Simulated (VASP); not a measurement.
# CdS (P3m1) in VASP: single point with PBEsol

Aim: the single point of CdS with PBEsol.

All numbers are computed with VASP 6.6.1; they aren't measurements. Logs are shortened: lines on timing, memory, paths and dates and some standing lists are left out, and cuts for length are marked.

## 1. The cell of the first run

The structure is trigonal, space group P3m1 (No. 156). The conventional cell has a = 4.261 Å, b = 4.261 Å, c = 5.804 Å, α = 90.00°, β = 90.00°, γ = 120.00°. Within 3.2 Å of Cd (site symmetry 3m) lie 3 S at 2.46 Å. S (site symmetry 3m) has 3 Cd at 2.46 Å within 3.2 Å.

## 2. Single point, PBEsol

INCAR

```
SYSTEM = CdS
PREC = Accurate
ENCUT = 630
EDIFF = 1E-6
ISMEAR = 0
SIGMA = 0.01
LREAL = .False.
LASPH = .True.
NELM = 120
ALGO = Normal
ISIF = 2
LWAVE = .False.
LCHARG = .False.
GGA = PS
NBANDS = 20
GGA_COMPAT = .False.
```

KPOINTS

```
regular mesh
0
Gamma
  6 6 4
  0 0 0
```

POSCAR

```
CdS
1.0
    4.2611700000      0.0000000000      0.0000000000
   -2.1305850000      3.6902814698      0.0000000000
    0.0000000000      0.0000000000      5.8041730000
Cd S
1 1
Direct
    0.0000000000      0.0000000000      0.4426920000
    0.6666666667      0.3333333333      0.4343080000
```

Potentials or basis: VASP PAW PBE potentials, release 64 (Cd_sv_GW, S).

Started as:

```bash
$ cat potpaw_PBE.64/Cd_sv_GW/POTCAR potpaw_PBE.64/S/POTCAR > POTCAR
$ mpirun -np 1 vasp_std > vasp.out
```

OUTCAR:

```text
SYSTEM = CdS
   PREC = Accurate
   ENCUT = 630
   EDIFF = 1E-6
   ISMEAR = 0
   LREAL = .False.
   LASPH = .True.
   NELM = 120
   ISIF = 2
   GGA = PS

 ion  position               nearest neighbor table
   1  0.000  0.000  0.443-   2 2.46   2 2.46   2 2.46
   2  0.667  0.333  0.434-   1 2.46   1 2.46   1 2.46

  LATTYP: Found a hexagonal cell.
 ALAT       =     4.2611700000
 C/A-ratio  =     1.3621078248

  Lattice vectors:

 A1 = (   4.2611700000,   0.0000000000,   0.0000000000)
 A2 = (  -2.1305850000,   3.6902814698,   0.0000000000)
 A3 = (   0.0000000000,   0.0000000000,   5.8041730000)

Analysis of symmetry for initial positions (statically):
=====================================================================
 Subroutine PRICEL returns:
 Original cell was already a primitive cell.

 Routine SETGRP: Setting up the symmetry group for a
 hexagonal supercell.

 Subroutine GETGRP returns: Found  6 space group operations
 (whereof  6 operations were pure point group operations)
 out of a pool of 24 trial point group operations.

The static configuration has the point symmetry C_3v.

Analysis of symmetry for dynamics (positions and initial velocities):
=====================================================================
 Subroutine PRICEL returns:
 Original cell was already a primitive cell.

 Routine SETGRP: Setting up the symmetry group for a
 hexagonal supercell.

 Subroutine GETGRP returns: Found  6 space group operations
 (whereof  6 operations were pure point group operations)
 out of a pool of 24 trial point group operations.

The dynamic configuration has the point symmetry C_3v.

 Subroutine INISYM returns: Found  6 space group operations
 (whereof  6 operations are pure point group operations),
 and found     1 'primitive' translations

----------------------------------------------------------------------------------------

                                     Primitive cell

  volume of cell :      91.2701

  direct lattice vectors                    reciprocal lattice vectors
     4.261170000  0.000000000  0.000000000     0.234677330  0.135491020  0.000000000
    -2.130585000  3.690281470  0.000000000     0.000000000  0.270982040  0.000000000
     0.000000000  0.000000000  5.804173000     0.000000000  0.000000000  0.172289834

  length of vectors
     4.261170000  4.261170000  5.804173000     0.270982040  0.270982040  0.172289834

  position of ions in fractional coordinates (direct lattice)
     0.000000000  0.000000000  0.442692000
     0.666666667  0.333333333  0.434308000

  ion indices of the primitive-cell ions
   primitive index   ion index
                 1           1
                 2           2

----------------------------------------------------------------------------------------

 KPOINTS: regular mesh

Automatic generation of k-mesh.
 Grid dimensions read from file:
 generate k-points for:    6    6    4

 Generating k-lattice:

  Cartesian coordinates                     Fractional coordinates (reciprocal lattice)
     0.039112888  0.022581837  0.000000000     0.166666667  0.000000000  0.000000000
     0.000000000  0.045163673  0.000000000     0.000000000  0.166666667  0.000000000
     0.000000000  0.000000000  0.043072458     0.000000000  0.000000000  0.250000000

  Length of vectors
     0.045163673  0.045163673  0.043072458

  Shift w.r.t. Gamma in fractional coordinates (k-lattice)
     0.000000000  0.000000000  0.000000000

 Subroutine IBZKPT returns following result:
 ===========================================

 Found     24 irreducible k-points:

 Following reciprocal coordinates:
            Coordinates               Weight
  0.000000  0.000000  0.000000      1.000000
  0.166667  0.000000  0.000000      6.000000
  0.333333  0.000000  0.000000      6.000000
  0.500000  0.000000  0.000000      3.000000
  0.166667  0.166667  0.000000      6.000000
  0.333333  0.166667  0.000000     12.000000
[... 16 lines left out ...]
  0.333333  0.166667  0.500000     12.000000
  0.333333  0.333333  0.500000      2.000000
   k-points           NKPTS =     24   k-points in BZ     NKDIM =     24   number of bands    NBANDS=     20
   number of dos      NEDOS =    301   number of ions     NIONS =      2
   total plane-waves  NPLWV =  62208
   dimension x,y,z NGX =    36 NGY =   36 NGZ =   48
   dimension x,y,z NGXF=    72 NGYF=   72 NGZF=   96
   ions per type =               1   1
   NGX,Y,Z   is equivalent  to a cutoff of  14.05, 14.05, 13.75 a.u.
   NGXF,Y,Z  is equivalent  to a cutoff of  28.09, 28.09, 27.50 a.u.
 SYSTEM =  CdS
   PREC   = accura    normal or accurate (medium, high low for compatibility)
   ISTART =      0    job   : 0-new  1-cont  2-samecut
   ICHARG =      2    charge: 1-file 2-atom 10-const
   ISPIN  =      1    spin polarized calculation?
   LNONCOLLINEAR =      F non collinear calculations
   LSORBIT =      F    spin-orbit coupling
   LASPH  =      T    aspherical Exc in radial PAW
   ENCUT  =  630.0 eV  46.30 Ry    6.80 a.u.   8.72  8.72 11.88*2*pi/ulx,y,z
   NELM   =    120;   NELMIN=  2; NELMDL= -5     # of ELM steps
   EDIFF  = 0.1E-05   stopping-criterion for ELM
   LREAL  =      F    real-space projection
   EDIFFG = 0.1E-04   stopping-criterion for IOM
   NSW    =      0    number of steps for IOM
   IBRION =     -1    ionic relax: 0-MD 1-quasi-New 2-CG
   NFREE  =      0    steps in history (QN), initial steepest desc. (CG)
   ISIF   =      2    stress and relaxation
   ISYM   =      2    0-nonsym 1-usesym 2-fastsym
   POTIM  = 0.5000    time-step for ionic-motion
   TEBEG  =    0.0;   TEEND  =   0.0 temperature during run
   PSTRESS=    0.0 pullay stress
   NELECT =      26.0000    total number of electrons
   NUPDOWN=      -1.0000    fix difference up-down
   EMIN   =  10.00;   EMAX   =-10.00  energy-range for DOS
   EFERMI =   0.00;   METHOD = LEGACY
   ISMEAR =     0;   SIGMA  =   0.01  broadening in eV -4-tet -1-fermi 0-gaus
   EFERMI_NEDOS =   21; number of points for ismear=-14 and -15
   IALGO  =     38    algorithm
   IMIX   =      4    mixing-type and parameters
     AMIX     =   0.40;   BMIX     =  1.00
     AMIX_MAG =   1.60;   BMIX_MAG =  1.00
  volume/ion in A,a.u.               =      45.64       307.96
  Fermi-wavevector in a.u.,A,eV,Ry     =   1.077184  2.035582 15.787172  1.160324
  Thomas-Fermi vector in A             =   2.213088
   LORBIT       =      0    0 simple, 1 ext, 2 COOP (PROOUT), +10 PAW based schemes
   GGA     = PS    functional components
   LHFCALC =     F    Hartree Fock is set to
   AEXX    =    0.0000 exact exchange contribution
   IVDW    =     0    specifies the selected vdW correction
   LEPSILON=     F    determine dielectric tensor
   LRPA    =     F    only Hartree local field effects (RPA)
 non-spin polarized calculation
 Gauss-broadening in eV      SIGMA  =   0.01
  energy-cutoff  :      630.00
  volume of cell :       91.27
 maximum number of plane-waves:      3300
 NGX is ok and might be reduce to    36
   NGX = 17   NGY = 17   NGZ = 23

 number of electron      26.0000007 magnetization

 Free energy of the ion-electron system (eV)
  ---------------------------------------------------
  ext. energy  EPLUGINS =         0.00000000
  ---------------------------------------------------
  free energy    TOTEN  =        -6.25532364 eV

  energy without entropy =       -6.25532364  energy(sigma->0) =       -6.25532364

 E-fermi :  -1.2550     XC(G=0):  -6.2507

 val. band max:       -1.3527077294   @ k =   0.0000   0.0000   0.5000
 cond. band min:       0.0579398390   @ k =   0.0000   0.0000   0.0000
 fundamental gap:      1.4106475685
 Fermi energy:        -1.2550272275

 k-point     1 :       0.0000    0.0000    0.0000
  band No.  band energies     occupation
      1    -102.5236      2.00000
      2     -63.6759      2.00000
      3     -63.5822      2.00000
      4     -63.5822      2.00000
      5     -12.9557      2.00000
      6      -9.0018      2.00000
[... 12 lines left out ...]
     19       9.4945      0.00000
     20      10.2686      0.00000

 k-point     2 :       0.1667    0.0000    0.0000
  band No.  band energies     occupation
      1    -102.5236      2.00000
      2     -63.6759      2.00000
      3     -63.5822      2.00000
      4     -63.5822      2.00000
      5     -12.8703      2.00000
      6      -8.9594      2.00000
[... 12 lines left out ...]
     19      10.0204      0.00000
     20      10.2252      0.00000

 k-point     3 :       0.3333    0.0000    0.0000
  band No.  band energies     occupation
      1    -102.5236      2.00000
      2     -63.6759      2.00000
      3     -63.5824      2.00000
      4     -63.5822      2.00000
      5     -12.6975      2.00000
      6      -8.8110      2.00000
[... 12 lines left out ...]
     19       8.8466      0.00000
     20       9.2513      0.00000

 k-point     4 :       0.5000    0.0000    0.0000
  band No.  band energies     occupation
      1    -102.5236      2.00000
      2     -63.6759      2.00000
      3     -63.5824      2.00000
      4     -63.5823      2.00000
      5     -12.6108      2.00000
      6      -8.7039      2.00000
[... 12 lines left out ...]
     19       8.9025      0.00000
     20       9.3364      0.00000

 k-point     5 :       0.1667    0.1667    0.0000
  band No.  band energies     occupation
      1    -102.5236      2.00000
      2     -63.6759      2.00000
      3     -63.5824      2.00000
      4     -63.5822      2.00000
      5     -12.7409      2.00000
      6      -8.8930      2.00000
[... 12 lines left out ...]
     19       8.6692      0.00000
     20       9.7211      0.00000
[... 353 lines left out ...]
      6      -8.7038      2.00000
[... 12 lines left out ...]
     19       9.0523      0.00000
     20       9.6773      0.00000

 k-point    22 :       0.1667    0.1667    0.5000
  band No.  band energies     occupation
      1    -102.5236      2.00000
      2     -63.6759      2.00000
      3     -63.5823      2.00000
      4     -63.5822      2.00000
      5     -12.7381      2.00000
      6      -8.8926      2.00000
[... 12 lines left out ...]
     19       8.1168      0.00000
     20       8.7010      0.00000

 k-point    23 :       0.3333    0.1667    0.5000
  band No.  band energies     occupation
      1    -102.5236      2.00000
      2     -63.6759      2.00000
      3     -63.5824      2.00000
      4     -63.5823      2.00000
      5     -12.6087      2.00000
      6      -8.7746      2.00000
[... 12 lines left out ...]
     19       8.9286      0.00000
     20       9.1419      0.00000

 k-point    24 :       0.3333    0.3333    0.5000
  band No.  band energies     occupation
      1    -102.5236      2.00000
      2     -63.6759      2.00000
      3     -63.5824      2.00000
      4     -63.5823      2.00000
      5     -12.5660      2.00000
      6      -8.7285      2.00000
[... 12 lines left out ...]
     19       8.1310      0.00000
     20       9.4670      0.00000

------------------------ aborting loop because EDIFF is reached ----------------------------------------

  FORCE on cell =-STRESS in cart. coord.  units (eV):
  Direction    XX          YY          ZZ          XY          YZ          ZX
  --------------------------------------------------------------------------------------
  -------------------------------------------------------------------------------------
  Total       -1.2986554     -1.2986554     -0.0355442      0.0000000      0.0000000      0.0000000
  in kB      -22.7969015    -22.7969015     -0.6239503      0.0000000      0.0000000      0.0000000
  external PRESSURE =     -15.4059178 kB  Pullay stress =       0.0000000 kB

 VOLUME and BASIS-vectors are now :
 -----------------------------------------------------------------------------
  energy-cutoff  :      630.00
  volume of cell :       91.27
      direct lattice vectors                 reciprocal lattice vectors
     4.261170000  0.000000000  0.000000000     0.234677330  0.135491020  0.000000000
    -2.130585000  3.690281470  0.000000000     0.000000000  0.270982040  0.000000000
     0.000000000  0.000000000  5.804173000     0.000000000  0.000000000  0.172289834

 POSITION                                       TOTAL-FORCE (eV/Angst)
 -----------------------------------------------------------------------------------
      0.00000      0.00000      2.56946        -0.000000      0.000000     -0.016567
      2.13059      1.23009      2.52080         0.000000     -0.000000      0.016567
 -----------------------------------------------------------------------------------
    total drift:                               -0.000001      0.000000      0.000187

  FREE ENERGIE OF THE ION-ELECTRON SYSTEM (eV)
  ---------------------------------------------------
  free  energy   TOTEN  =        -6.2553236414 eV

  energy  without entropy=       -6.2553236414  energy(sigma->0) =       -6.25532364
```

Run time: 88 s. Hardware: 1 thread of AMD EPYC 7R43 (Zen 3), shared host; peak memory 0.23 GiB.

Results:

| Property | Result |
| --- | --- |
| Free energy | -6.2553 eV |
| Pressure | -1.5 GPa |
| Largest force | 0.017 eV/Å |
| Band gap on the k mesh | 1.41 eV |

Forces in eV/Å, atoms in the order of the input:
```
Cd   0.000  0.000 -0.017
S    0.000  0.000  0.017
```

Stress tensor (GPa, compression positive):
```
-2.28  0.00  0.00
 0.00 -2.28  0.00
 0.00  0.00 -0.06
```

Caveat: the PAW data sets were made with another functional, which shifts forces and pressure a little. A k mesh can miss the band edges.
